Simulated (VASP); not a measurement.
## Ba: single point with LDA

The system is Ba.

```
Ba
1.0
    -2.51250    2.51250    2.51250
     2.51250   -2.51250    2.51250
     2.51250    2.51250   -2.51250
Ba
1
Direct
  0.00000 0.00000 0.00000
```

* Program: VASP 6.6.1
* Task: single point
* Functional: LDA
* Potentials or basis: VASP PAW LDA potentials, release 64 (Ba_sv)
* Cutoff: 520 eV
* k mesh: 6 × 6 × 6
* Occupations: gaussian, width 0.1 eV
* Spin: no spin polarisation

| Item | Value |
| --- | --- |
| Pressure | -1.2 GPa |
| Band gap on the k mesh | zero (bands 5 and 6 overlap by 0.59 eV) |

Levels at points of the mesh, in eV from the Fermi level:
```csv
k point,band 1,band 2,band 3,band 4,band 5,band 6,band 7,band 8,band 9,band 10
"(0.00, 0.00, 0.00)",-28.86,-13.83,-13.83,-13.83,-2.78,1.72,1.72,1.72,3.16,3.16
"(0.50, 0.00, 0.00)",-28.82,-14.29,-13.97,-13.83,-0.93,0.61,1.27,3.09,3.68,5.11
"(0.50, 0.50, 0.50)",-28.79,-14.15,-14.15,-14.15,-0.55,-0.55,4.30,4.30,4.30,4.62
```

Wall time 12 s on 1 thread of Oxide Virtual Turin-like Processor, on a shared host, peak memory 0.12 GiB.

Caveat: spin-orbit coupling is left out, which moves the levels of the heavy elements.
